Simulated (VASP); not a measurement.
Crystal: As3Ru.

```
As Ru
1.0
     3.27605   -4.89678    0.00000
     3.27605    4.89678    0.00000
     0.00000    0.00000    4.42311
As Ru
6 2
Direct
  0.17510 0.82490 0.25000
  0.82490 0.17510 0.75000
  0.11790 0.30790 0.25000
  0.88210 0.69210 0.75000
  0.30790 0.11790 0.75000
  0.69210 0.88210 0.25000
  0.63210 0.36790 0.25000
  0.36790 0.63210 0.75000
```

| Item | Value |
| --- | --- |
| Program | VASP 6.6.1 |
| Task | relaxation of cell and atoms |
| Functional | PBE |
| Potentials or basis | VASP PAW PBE potentials, release 64 (As, Ru_pv) |
| Cutoff | 600 eV |
| k mesh | 4 × 4 × 4 |
| Occupations | gaussian, width 0.1 eV |
| Spin | no spin polarisation |

At the start: pressure -4.4 GPa; volume 17.74 Å³/atom.

Task: Where does the relaxation end?

Result: Over 30 steps the energy falls by 553.0 meV/atom and the volume is 22.82 Å³/atom (+28.7 %); space group Cmcm (No. 63, to 0.1 Å) before and after.

Step by step:
| step | energy change (eV) | largest force (eV/Å) | pressure (GPa) | volume (Å³) |
| --- | --- | --- | --- | --- |
| 1 | 0.0000 | 2.1917 | -4.40 | 141.91 |
| 2 | -1.2950 | 1.6699 | 2.64 | 132.14 |
| 3 | -1.5613 | 1.3962 | 13.45 | 124.76 |
| 4 | -1.5870 | 1.3573 | 10.25 | 126.53 |
| 5 | -2.3143 | 1.6557 | 7.59 | 131.29 |
| 6 | -2.8272 | 1.6098 | 7.97 | 138.97 |
| 7 | -3.5911 | 1.3138 | -3.20 | 153.98 |
| 8 | -3.6086 | 1.2565 | -4.64 | 156.73 |
| 9 | -3.9777 | 0.6707 | -1.48 | 156.51 |
| 10 | -4.0077 | 0.7353 | -0.17 | 156.39 |
| 11 | -4.0981 | 0.4626 | 1.49 | 156.02 |
| 12 | -4.1381 | 0.1667 | 3.84 | 155.55 |
| 13 | -4.1809 | 0.1464 | 3.19 | 157.31 |
| 14 | -4.2427 | 0.6364 | 1.59 | 162.64 |
| 15 | -4.2806 | 0.5584 | 0.57 | 164.34 |
| 16 | -4.3067 | 0.4473 | -1.55 | 168.22 |
| 17 | -4.3319 | 0.4244 | -0.98 | 168.43 |
| 18 | -4.3442 | 0.3937 | -0.24 | 168.69 |
| 19 | -4.3591 | 0.2432 | 0.38 | 168.41 |
| 20 | -4.3659 | 0.0930 | 1.17 | 168.08 |
| 21 | -4.3769 | 0.0938 | 0.57 | 169.66 |
| 22 | -4.3806 | 0.3003 | -0.09 | 171.51 |
| 23 | -4.3896 | 0.2749 | -0.12 | 172.66 |
| 24 | -4.4089 | 0.1917 | -0.19 | 176.10 |
| 25 | -4.4185 | 0.1724 | -0.05 | 183.04 |
| 26 | -4.4193 | 0.1564 | -0.08 | 181.61 |
| 27 | -4.4229 | 0.0653 | 0.30 | 182.04 |
| 28 | -4.4230 | 0.0677 | 0.24 | 181.98 |
| 29 | -4.4221 | 0.0970 | -0.52 | 183.51 |
| 30 | -4.4238 | 0.0231 | -0.08 | 182.60 |

Final structure:
```yaml
crystal:
  lattice:
    - [4.21441, -5.37517, 0.00000]
    - [4.21441, 5.37517, 0.00000]
    - [0.00000, 0.00000, 4.03024]
  atoms:
    - { symbol: As, position: [0.22989, 0.77011, 0.25000] }
    - { symbol: As, position: [0.77011, 0.22989, 0.75000] }
    - { symbol: As, position: [0.20527, 0.40541, 0.25000] }
    - { symbol: As, position: [0.79473, 0.59459, 0.75000] }
    - { symbol: As, position: [0.40541, 0.20527, 0.75000] }
    - { symbol: As, position: [0.59459, 0.79473, 0.25000] }
    - { symbol: Ru, position: [0.58501, 0.41499, 0.25000] }
    - { symbol: Ru, position: [0.41499, 0.58501, 0.75000] }
```

Caveat: the volume moved by over 15 % at a fixed basis, so the end points are rough.
